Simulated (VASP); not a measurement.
# KCl (Pm-3m) in VASP: single point with r2SCAN

Aim: the single point of KCl with r2SCAN.

All numbers are computed with VASP 6.6.1; they aren't measurements. Logs are shortened: lines on timing, memory, paths and dates and some standing lists are left out, and cuts for length are marked.

### 1 The cell of the first run

Symmetry: Pm-3m, No. 221, cubic system. The conventional cell has a = 3.839 Å, b = 3.839 Å, c = 3.839 Å, α = 90.00°, β = 90.00°, γ = 90.00°. K (site symmetry m-3m) has 8 Cl at 3.32 Å and 6 K at 3.84 Å within 4.4 Å. Within 4.4 Å of Cl (site symmetry m-3m) lie 8 K at 3.32 Å and 6 Cl at 3.84 Å.

### 2 Single point, r2SCAN

Contents of POSCAR:

```
KCl
1.0
    3.8391960000      0.0000000000      0.0000000000
    0.0000000000      3.8391960000      0.0000000000
    0.0000000000      0.0000000000      3.8391960000
K Cl
1 1
Direct
    0.0000000000      0.0000000000      0.0000000000
    0.5000000000      0.5000000000      0.5000000000
```

Contents of INCAR.step1:

```
PREC = Accurate
ENCUT = 520
ISMEAR = -1
SIGMA = 0.1
LREAL = F
LASPH = T
NELM = 100
NBANDS = 15
GGA = PE
ALGO = Normal
EDIFF = 1E-4
LWAVE = T
LCHARG = F
```

Contents of INCAR.step2:

```
PREC = Accurate
ENCUT = 520
EDIFF = 1E-6
ISMEAR = -1
SIGMA = 0.1
LREAL = F
LASPH = T
NELM = 100
ALGO = Normal
ISIF = 2
LWAVE = F
LCHARG = F
METAGGA = R2SCAN
LMIXTAU = T
NBANDS = 15
ISTART = 1
```

Contents of KPOINTS:

```
Automatic mesh
0
Gamma
  6 6 6
  0.5 0.5 0.5
```

Potentials or basis: VASP PAW PBE potentials, release 64 (K_sv, Cl).

Launch:

```sh
$ cat potpaw_PBE.64/K_sv/POTCAR potpaw_PBE.64/Cl/POTCAR > POTCAR
$ cp INCAR.step1 INCAR
$ mpirun -np 1 vasp_std > vasp.out
$ cp INCAR.step2 INCAR
$ mpirun -np 1 vasp_std > vasp.out
```

OUTCAR:

```text
PREC = Accurate
   ENCUT = 520
   EDIFF = 1E-6
   ISMEAR = -1
   LREAL = F
   LASPH = T
   NELM = 100
   ISIF = 2
   METAGGA = R2SCAN
   ISTART = 1

 ion  position               nearest neighbor table
   1  0.000  0.000  0.000-
   2  0.500  0.500  0.500-

  LATTYP: Found a simple cubic cell.
 ALAT       =     3.8391960000

  Lattice vectors:

 A1 = (   3.8391960000,   0.0000000000,   0.0000000000)
 A2 = (   0.0000000000,   3.8391960000,   0.0000000000)
 A3 = (   0.0000000000,   0.0000000000,   3.8391960000)

Analysis of symmetry for initial positions (statically):
=====================================================================
 Subroutine PRICEL returns:
 Original cell was already a primitive cell.

 Routine SETGRP: Setting up the symmetry group for a
 simple cubic supercell.

 Subroutine GETGRP returns: Found 48 space group operations
 (whereof 48 operations were pure point group operations)
 out of a pool of 48 trial point group operations.

The static configuration has the point symmetry O_h .

Analysis of symmetry for dynamics (positions and initial velocities):
=====================================================================
 Subroutine PRICEL returns:
 Original cell was already a primitive cell.

 Routine SETGRP: Setting up the symmetry group for a
 simple cubic supercell.

 Subroutine GETGRP returns: Found 48 space group operations
 (whereof 48 operations were pure point group operations)
 out of a pool of 48 trial point group operations.

The dynamic configuration has the point symmetry O_h .

 Subroutine INISYM returns: Found 48 space group operations
 (whereof 48 operations are pure point group operations),
 and found     1 'primitive' translations

----------------------------------------------------------------------------------------

                                     Primitive cell

  volume of cell :      56.5875

  direct lattice vectors                    reciprocal lattice vectors
     3.839196000  0.000000000  0.000000000     0.260471203  0.000000000  0.000000000
     0.000000000  3.839196000  0.000000000     0.000000000  0.260471203  0.000000000
     0.000000000  0.000000000  3.839196000     0.000000000  0.000000000  0.260471203

  length of vectors
     3.839196000  3.839196000  3.839196000     0.260471203  0.260471203  0.260471203

[... 71 lines left out ...]
   ISIF   =      2    stress and relaxation
   ISYM   =      2    0-nonsym 1-usesym 2-fastsym
   POTIM  = 0.5000    time-step for ionic-motion
   TEBEG  =    0.0;   TEEND  =   0.0 temperature during run
   PSTRESS=    0.0 pullay stress
   NELECT =      16.0000    total number of electrons
   NUPDOWN=      -1.0000    fix difference up-down
   EMIN   =  10.00;   EMAX   =-10.00  energy-range for DOS
   EFERMI =   0.00;   METHOD = LEGACY
   ISMEAR =    -1;   SIGMA  =   0.10  broadening in eV -4-tet -1-fermi 0-gaus
   EFERMI_NEDOS =   21; number of points for ismear=-14 and -15
   IALGO  =     38    algorithm
   IMIX   =      4    mixing-type and parameters
     AMIX     =   0.40;   BMIX     =  1.00
     AMIX_MAG =   1.60;   BMIX_MAG =  1.00
  volume/ion in A,a.u.               =      28.29       190.94
  Fermi-wavevector in a.u.,A,eV,Ry     =   1.074504  2.030517 15.708715  1.154558
  Thomas-Fermi vector in A             =   2.210334
   LORBIT       =      0    0 simple, 1 ext, 2 COOP (PROOUT), +10 PAW based schemes
   METAGGA = R2SCAN    functional components
   LHFCALC =     F    Hartree Fock is set to
   AEXX    =    0.0000 exact exchange contribution
   IVDW    =     0    specifies the selected vdW correction
   LEPSILON=     F    determine dielectric tensor
   LRPA    =     F    only Hartree local field effects (RPA)
 non-spin polarized calculation
  energy-cutoff  :      520.00
  volume of cell :       56.59
 maximum number of plane-waves:      1536
 NGX is ok and might be reduce to    30
   NGX = 15   NGY = 15   NGZ = 15

 number of electron      16.0000007 magnetization

 Free energy of the ion-electron system (eV)
  ---------------------------------------------------
  ext. energy  EPLUGINS =         0.00000000
  ---------------------------------------------------
  free energy    TOTEN  =       -16.39765246 eV

  energy without entropy =      -16.39765246  energy(sigma->0) =      -16.39765246

 E-fermi :   0.9095     XC(G=0):  -8.4799

 val. band max:       -1.3623906595   @ k =   0.4167   0.4167   0.0833
 cond. band min:       4.8034684692   @ k =   0.0833   0.0833   0.0833
 fundamental gap:      6.1658591286
 Fermi energy:         0.9094842964

 k-point     1 :       0.0833    0.0833    0.0833
  band No.  band energies     occupation
      1     -30.4027      2.00000
      2     -14.3785      2.00000
      3     -13.0376      2.00000
      4     -13.0376      2.00000
      5     -12.9772      2.00000
      6      -1.6333      2.00000
      7      -1.5251      2.00000
      8      -1.5251      2.00000
      9       4.8035      0.00000
     10       6.2147      0.00000
     11       6.2147      0.00000
     12      10.0332      0.00000
     13      10.0332      0.00000
     14      10.4898      0.00000
[... 149 lines left out ...]
      2     -13.9836      2.00000
      3     -13.1802      2.00000
      4     -13.1802      2.00000
      5     -13.1781      2.00000
      6      -2.4815      2.00000
      7      -2.4815      2.00000
      8      -2.4398      2.00000
      9       7.7927      0.00000
     10       8.1414      0.00000
     11       8.1414      0.00000
     12       9.3258      0.00000
     13       9.5086      0.00000
     14       9.5086      0.00000
     15      11.9944      0.00000

------------------------ aborting loop because EDIFF is reached ----------------------------------------

  FORCE on cell =-STRESS in cart. coord.  units (eV):
  Direction    XX          YY          ZZ          XY          YZ          ZX
  --------------------------------------------------------------------------------------
  -------------------------------------------------------------------------------------
  Total       -0.3962087     -0.3962087     -0.3962087     -0.0000000     -0.0000000      0.0000000
  in kB      -11.2179566    -11.2179566    -11.2179566     -0.0000000     -0.0000000      0.0000000
  external PRESSURE =     -11.2179566 kB  Pullay stress =       0.0000000 kB

 VOLUME and BASIS-vectors are now :
 -----------------------------------------------------------------------------
  energy-cutoff  :      520.00
  volume of cell :       56.59
      direct lattice vectors                 reciprocal lattice vectors
     3.839196000  0.000000000  0.000000000     0.260471203  0.000000000  0.000000000
     0.000000000  3.839196000  0.000000000     0.000000000  0.260471203  0.000000000
     0.000000000  0.000000000  3.839196000     0.000000000  0.000000000  0.260471203

 POSITION                                       TOTAL-FORCE (eV/Angst)
 -----------------------------------------------------------------------------------
      0.00000      0.00000      0.00000         0.000000      0.000000      0.000000
      1.91960      1.91960      1.91960         0.000000      0.000000      0.000000
 -----------------------------------------------------------------------------------
    total drift:                                0.000000      0.000000     -0.000000

  FREE ENERGIE OF THE ION-ELECTRON SYSTEM (eV)
  ---------------------------------------------------
  free  energy   TOTEN  =       -16.3976524628 eV

  energy  without entropy=      -16.3976524625  energy(sigma->0) =      -16.39765246
```

OSZICAR.step1:

```text
N       E                     dE             d eps       ncg     rms          rms(c)
DAV:   1     0.992734247539E+02    0.99273E+02   -0.72116E+03   300   0.974E+02
DAV:   2    -0.137926151681E+01   -0.10065E+03   -0.92289E+02   393   0.236E+02
DAV:   3    -0.683029809697E+01   -0.54510E+01   -0.54242E+01   419   0.484E+01
DAV:   4    -0.697050353347E+01   -0.14021E+00   -0.14019E+00   423   0.742E+00
DAV:   5    -0.697141224913E+01   -0.90872E-03   -0.90870E-03   419   0.668E-01    0.291E+00
DAV:   6    -0.668774596000E+01    0.28367E+00   -0.30890E-01   377   0.318E+00    0.240E+00
DAV:   7    -0.665322811925E+01    0.34518E-01   -0.88577E-02   398   0.194E+00    0.146E+00
DAV:   8    -0.665506701264E+01   -0.18389E-02   -0.16691E-02   438   0.101E+00    0.220E-01
DAV:   9    -0.665509608638E+01   -0.29074E-04   -0.83559E-04   384   0.205E-01
   1 F= -.66550961E+01 E0= -.66550961E+01  d E =-.675548E-10
```

Run time: 48 s. Hardware: 1 thread of AMD EPYC 7R43 (Zen 3), shared host; peak memory 0.13 GiB.

Results:

```
Free energy            : -16.3977 eV
Pressure               : -1.1 GPa
Band gap on the k mesh : 6.17 eV, indirect (least direct gap 6.33 eV)
```

Levels at points of the mesh, in eV from the valence-band top:
```tsv
k point	band 4	band 5	band 6	band 7	band 8	band 9	band 10	band 11	band 12	band 13
(0.08, 0.08, 0.08)	-11.68	-11.61	-0.27	-0.16	-0.16	6.17	7.58	7.58	11.40	11.40
```

Caveat: the PAW data sets were made with another functional, which shifts forces and pressure a little.
